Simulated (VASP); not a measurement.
Runs of VASP 6.6.1 on SnTe. Symmetry: Fm-3m, No. 225, cubic system. Conventional cell: a = 6.302 Å, b = 6.302 Å, c = 6.302 Å, α = 90.00°, β = 90.00°, γ = 90.00°. Sn (site symmetry m-3m) has 6 Te at 3.15 Å within 4.1 Å. Te (site symmetry m-3m) has 6 Sn at 3.15 Å within 4.1 Å. 

```tsv
k mesh	smearing	gap on the mesh (eV)	pressure (GPa)
5 × 5 × 5	methfessel-paxton 0.02 eV	-	2.2
6 × 6 × 6	methfessel-paxton 0.0136 eV	0.10	2.2
2 × 2 × 2	methfessel-paxton 0.02 eV	(a)	5.3
3 × 3 × 3	methfessel-paxton 0.02 eV	-	2.3
```

Alike in all rows: task single point; level PBE; potentials or basis VASP PAW PBE potentials, release 64 (Sn_d, Te); no spin polarisation; cell as given; cutoff (eV) 520.

Problem. Estimate the missing entries.

Solution. (a) 0.16.

Caveats: some runs use coarse meshes; spin-orbit coupling is left out, which moves the levels of the heavy elements.

A k mesh can miss the band edges, and the runs leave out spin-orbit coupling on Sn, Te.
